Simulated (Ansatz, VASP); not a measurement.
# AlN: VASP beside Ansatz

```
CELL_PARAMETERS angstrom
0.00000 1.97800 1.97800
1.97800 0.00000 1.97800
1.97800 1.97800 0.00000
ATOMIC_POSITIONS crystal
Al 0.00000 0.00000 0.00000
N 0.50000 0.50000 0.50000
```

Alike in both runs: task electric field gradients; functional LDA; k mesh 10 × 10 × 10; occupations fermi-dirac, width 0.02 eV; no spin polarisation.

```csv
,VASP,Ansatz
version,VASP 6.6.1,Ansatz 0.2.0
potentials or method,"VASP PAW LDA potentials, release 64 (Al, N)","PAW with Ansatz's default frozen-core files, scalar-relativistic"
plane-wave cutoff (eV),520,420
valence electrons in the cell,8,8
```

Ansatz gave:

```
gap on the k mesh at the Fermi level (eV) : 5.07
pressure (GPa)                            : 12.4
```

**Question.** Which values does VASP return?

**Answer.** gap on the k mesh at the Fermi level (eV): 5.07; pressure (GPa): 13.2.

LDA's correlation is that of Perdew and Zunger in VASP and of Perdew and Wang (1992) in Ansatz.
